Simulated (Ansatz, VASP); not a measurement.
Pb in VASP and in Ansatz

```
CELL_PARAMETERS angstrom
0.00000 2.46980 2.66738
2.46980 0.00000 2.66738
2.46980 2.46980 0.00000
ATOMIC_POSITIONS crystal
Pb 0.00000 0.00000 0.00000
```

Change from the starting cell: strain +0.000 along x and y, +0.080 along z, atoms carried along.

Alike in both runs: task single point; functional LDA; k mesh 16 × 16 × 16; occupations gaussian, width 0.15 eV; no spin polarisation.

|  | VASP | Ansatz |
| --- | --- | --- |
| version | VASP 6.6.1 | Ansatz 0.2.0 |
| potentials or method | VASP PAW LDA potentials, release 64 (Pb_d), cutoff 520 eV | scalar-relativistic, plane waves, PAW |
| valence electrons in the cell | 14 | 14 |

|  | VASP | Ansatz | Ansatz less VASP |
| --- | --- | --- | --- |
| gap on the k mesh at the Fermi level (eV) | none | none | - |
| pressure (GPa) | -4.5 | -4.5 | -0.02 |
| traceless stress, the component that is largest in VASP (GPa) | -0.47 | -0.46 | +0.013 |

LDA's correlation is that of Perdew and Zunger in VASP and of Perdew and Wang (1992) in Ansatz. A gap of «none» marks a metal or a gap that the smearing closes.

Spin-orbit coupling is off throughout.
